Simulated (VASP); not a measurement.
A run of VASP 6.6.1 is set up as follows.

The input INCAR:

```
  ALGO = Normal
  EDIFF = 1E-6
  ENCUT = 520
  GGA = PS
  ISIF = 2
  ISMEAR = 0
  LASPH = True
  LCHARG = False
  LREAL = False
  LWAVE = False
  NBANDS = 28
  NELM = 80
  PREC = Accurate
  SIGMA = 0.01
```

The input KPOINTS:

```
k-points
0
Gamma
  5 5 5
```

The input POSCAR:

```
BaTiO3
1.0
    4.0060000000      0.0000000000      0.0000000000
    0.0000000000      4.0060000000      0.0000000000
    0.0000000000      0.0000000000      4.0060000000
Ba Ti O
1 1 3
Direct
    0.5000000000      0.5000000000      0.5000000000
    0.0000000000      0.0000000000      0.0000000000
    0.5000000000      0.0000000000      0.0000000000
    0.0000000000      0.5000000000      0.0000000000
    0.0000000000      0.0000000000      0.5000000000
```

Potentials or basis: VASP PAW PBE potentials, release 64 (Ba_sv, Ti_sv, O).

Launch:

```sh
$ cat potpaw_PBE.64/Ba_sv/POTCAR potpaw_PBE.64/Ti_sv/POTCAR potpaw_PBE.64/O/POTCAR > POTCAR
$ mpirun -np 1 vasp_std > vasp.out
```

Question: What does it give for the pressure?

Answer: -2.8 GPa.

Question: Predict the band gap on the k mesh.

Answer: 1.81 eV, indirect (least direct gap 1.84 eV).

Caveat: the PAW data sets were made with another functional, which shifts forces and pressure a little; spin-orbit coupling is left out, which moves the levels of the heavy elements. A k mesh can miss the band edges.
